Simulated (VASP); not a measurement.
Set up this calculation in VASP 6.6.1, as the native input.

```yaml
Task: single point
Functional: PBEsol
Potentials_or_basis: VASP PAW PBE potentials, release 64 (Ti_sv, Si)
Cutoff: 520 eV
k_mesh: 2 × 2 × 2, shifted
Occupations: fermi-dirac, width 0.05 eV
Spin: no spin polarisation
Dipole_correction: no
Further_INCAR_settings: LREAL = Auto; ALGO = Normal; EDIFF = 1e-06; NBANDS = 144
```

The structure of TiSi2 lies in POSCAR:

```
TiSi2
1.0
   -3.5170495929      0.0000000000     -7.1112303616
    5.2755743893      6.6741239618      0.0000000000
    5.2755743893     -6.6741239618      0.0000000000
Ti Si
12 24
Direct
    0.1162502068      0.8161805750      0.6036217421
    0.6284247272      0.6572114629      0.4404762017
    0.1325963233      0.1616788790      0.9475531046
    0.6238502727      0.9841272425      0.7743596374
    0.1215168060      0.4905252195      0.2814564326
    0.6319124500      0.3209916708      0.1129164226
    0.3737312483      0.7042292461      0.9004012093
    0.8737586443      0.5370772421      0.7272230960
    0.3659307697      0.0291311036      0.2301571869
    0.8754684750      0.8690878874      0.0629016327
    0.3691747935      0.3627046604      0.5618858575
    0.8719309718      0.1972926062      0.4078601665
    0.1172820957      0.1525832341      0.2734444894
    0.6293438368      0.9870227925      0.1129428334
    0.1140110725      0.4871774140      0.5965505698
    0.6193469732      0.3253833466      0.4328404457
    0.1238269547      0.8267905118      0.9352594291
    0.6239011781      0.6552486740      0.7746694406
    0.3729450271      0.3665792584      0.2435712045
    0.8672340350      0.1908694802      0.0605932065
    0.3754239230      0.6926116160      0.5788921219
    0.8750190450      0.5377476210      0.3970202378
    0.3782774377      0.0283813431      0.9073936350
    0.8734090564      0.8627981098      0.7342744257
    0.1211419060      0.4735908960      0.9678085669
    0.6240190198      0.2997825598      0.8003594174
    0.1189490365      0.7997102455      0.2939685153
    0.6285210537      0.6384647421      0.1298426339
    0.1221691544      0.1395887664      0.6315240404
    0.6260669074      0.9676965135      0.4650525682
    0.3839934668      0.0559520720      0.5448132347
    0.8754897090      0.8925411349      0.3795221950
    0.3776910413      0.3863741702      0.8820342777
    0.8730103912      0.2204395487      0.7188270553
    0.3748763385      0.7147872463      0.2155671211
    0.8691245658      0.5503289227      0.0457770116
```

This cell differs from its parent crystal: dynamics (nvt langevin) at 150 K, volume x 1.0, from the last frame before.

The input as run:

INCAR

```
SYSTEM = TiSi2
  ALGO = Normal
  EDIFF = 1E-6
  ENCUT = 520
  GGA = PS
  ISIF = 2
  ISMEAR = -1
  LASPH = .TRUE.
  LCHARG = .FALSE.
  LREAL = Auto
  LWAVE = .FALSE.
  NBANDS = 144
  NELM = 100
  PREC = Accurate
  SIGMA = 0.05
```

KPOINTS

```
Automatic mesh
0
Gamma
  2 2 2
  0.5 0.5 0.5
```

Potentials or basis: VASP PAW PBE potentials, release 64 (Ti_sv, Si).

The run is started by

```console
$ cat potpaw_PBE.64/Ti_sv/POTCAR potpaw_PBE.64/Si/POTCAR > POTCAR
$ mpirun -np 1 vasp_std > vasp.out
```

Results of the run:

```
Pressure               : 0.5 GPa
Largest force          : 1.302 eV/Å
Band gap on the k mesh : zero (bands 120 and 121 overlap by 0.11 eV)
```

Caveat: the k points lie up to 0.44 Å⁻¹ apart; the atoms stand as in a frame of molecular dynamics; the PAW data sets were made with another functional, which shifts forces and pressure a little.

Run time: 14 min on 1 thread of Oxide Virtual Turin-like Processor (shared host), peak memory 0.58 GiB.
